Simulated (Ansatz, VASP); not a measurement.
**One calculation of C, two programs**

Contents of INCAR:

```
ALGO = Normal
EDIFF = 1E-7
ENCUT = 520
GGA = PS
ISIF = 2
ISMEAR = 0
LASPH = T
LCHARG = F
LREAL = F
LWAVE = F
NBANDS = 16
NELM = 100
PREC = Accurate
SIGMA = 0.15
```

KPOINTS

```
k-points
0
Gamma
  21 21 6
```

The input POSCAR:

```
C
1.0
    1.2077395202     -2.1481575760      0.0000000000
    1.2077395202      2.1481575760      0.0000000000
    0.0000000000      0.0000000000      7.4439097575
C
4
Direct
    0.0833216498      0.9166783502      0.7498439858
    0.5833216498      0.4166783502      0.2501560142
    0.9166783502      0.0833216498      0.2501560142
    0.4166783502      0.5833216498      0.7498439858
```

Input for Ansatz:

```yaml
crystal:
  lattice:
    - [1.2077395202, -2.148157576, 0.0]
    - [1.2077395202, 2.148157576, 0.0]
    - [0.0, 0.0, 7.4439097575]
  atoms:
    - { symbol: C, position: [0.0833216498, 0.9166783502, 0.7498439858] }
    - { symbol: C, position: [0.5833216498, 0.4166783502, 0.2501560142] }
    - { symbol: C, position: [0.9166783502, 0.0833216498, 0.2501560142] }
    - { symbol: C, position: [0.4166783502, 0.5833216498, 0.7498439858] }
basis:
  ecutwfc: 520.0
kpoints:
  mp_grid: { grid: [21, 21, 6] }
hamiltonian:
  xc: pbesol
  pseudopotentials: { kind: paw, azcp: { folder: soft_1 } }
scf:
  occupations: { method: gaussian, width: 0.15 }
output:
  forces: true
  stress: true
  eigenvalues: true
```

Change from the starting cell: volume 9.656 Å^3 an atom, stretch along a over the lengths across it, relative to the relaxed cell 0.9736.

Alike in both runs: task single point; functional PBEsol; k mesh 21 × 21 × 6; occupations gaussian, width 0.15 eV; no spin polarisation.

|  | VASP | Ansatz |
| --- | --- | --- |
| version | VASP 6.6.1 | Ansatz 0.2.0 |
| potentials or method | VASP PAW PBE potentials, release 64 (C), cutoff 520 eV | scalar-relativistic, plane waves, PAW |
| valence electrons in the cell | 16 | 16 |

Ansatz gave:

| Item | Value |
| --- | --- |
| gap on the k mesh at the Fermi level (eV) | none |
| pressure (GPa) | 3.6 |
| traceless stress, the component that is largest in VASP (GPa) | 13.02 |
| rms of the force components (eV/Å) | 0.195 |

**Question.** What did VASP give for the same quantities?

**Answer.** gap on the k mesh at the Fermi level (eV): none; pressure (GPa): 4.3; traceless stress, the component that is largest in VASP (GPa): 13.42; rms of the force components (eV/Å): 0.199.

VASP's potentials were made for PBE, not for PBEsol, and Ansatz warns of the same on its side. Atom by atom the forces differ by 0.004 eV/Å (rms over components). A gap of «none» marks a metal or a gap that the smearing closes.
